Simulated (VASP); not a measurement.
Wanted: the native input for a VASP 6.6.1 run.

| Property | Result |
| --- | --- |
| Task | single point |
| Functional | PBEsol |
| Potentials or basis | VASP PAW PBE potentials, release 64 (Ag) |
| Cutoff | 520 eV |
| k mesh | 12 × 12 × 12 |
| Occupations | methfessel-paxton, width 0.15 eV |
| Spin | no spin polarisation |
| Dipole correction | no |
| Further INCAR settings | ALGO = Normal; EDIFF = 1e-07; NBANDS = 12 |

The structure of Ag lies in POSCAR:

```
Ag
1.0
    0.0000000000      2.0151418859      2.0151418859
    2.0151418859      0.0000000000      2.0151418859
    2.0151418859      2.0151418859      0.0000000000
Ag
1
Direct
    0.0000000000      0.0000000000      0.0000000000
```

The input as run:

INCAR

```
SYSTEM = Ag
ALGO = Normal
EDIFF = 1E-7
ENCUT = 520
GGA = PS
ISIF = 2
ISMEAR = 1
LASPH = .TRUE.
LCHARG = .FALSE.
LREAL = .FALSE.
LWAVE = .FALSE.
NBANDS = 12
NELM = 80
PREC = Accurate
SIGMA = 0.15
```

KPOINTS

```
k-points
0
G
  12 12 12
  0 0 0
```

Potentials or basis: VASP PAW PBE potentials, release 64 (Ag).

Launch:

```console
$ cat potpaw_PBE.64/Ag/POTCAR > POTCAR
$ mpirun -np 1 vasp_std > vasp.out
```

Results of the run:

| Item | Value |
| --- | --- |
| Pressure | 2.0 GPa |

Caveat: the PAW data sets were made with another functional, which shifts forces and pressure a little.

It took 15 s on 1 thread of AMD EPYC 7R13, with other jobs on the host, peak memory 0.14 GiB.
